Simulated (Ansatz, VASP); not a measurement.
## One calculation of Al3O2, two programs

```xyz
5
Lattice="2.5704 1.4840 2.9367 -2.5704 1.4840 2.9367 0.0000 -2.9680 2.9367" Properties=species:S:1:pos:R:3 pbc="T T T"
Al    0.0000   -1.4840    1.4683
Al    1.2852    0.7420    1.4683
Al   -1.2852    0.7420    1.4683
O     0.0000    0.0000    6.0386
O     0.0000    0.0000    2.7715
```

Alike in both runs: task relaxation of cell and atoms; functional PBE; k mesh 6 × 6 × 6; occupations gaussian, width 0.1 eV; no spin polarisation.

|  | VASP | Ansatz |
| --- | --- | --- |
| version | VASP 6.6.1 | Ansatz 0.2.0 |
| potentials or method | VASP PAW PBE potentials, release 64 (Al, O), cutoff 600 eV | scalar-relativistic, plane waves, PAW |
| valence electrons in the cell | 21 | 21 |

```csv
,VASP,Ansatz,Ansatz less VASP
"gap on the k mesh at the Fermi level, each at its own relaxed structure (eV)",none,none,-
relaxed volume (Å³/atom),14.34,14.48,+0.144
relaxed length of the cell vector where the two differ most in proportion (Å),4.154,4.168,+0.0139
```

A gap of «none» marks a metal or a gap that the smearing closes.
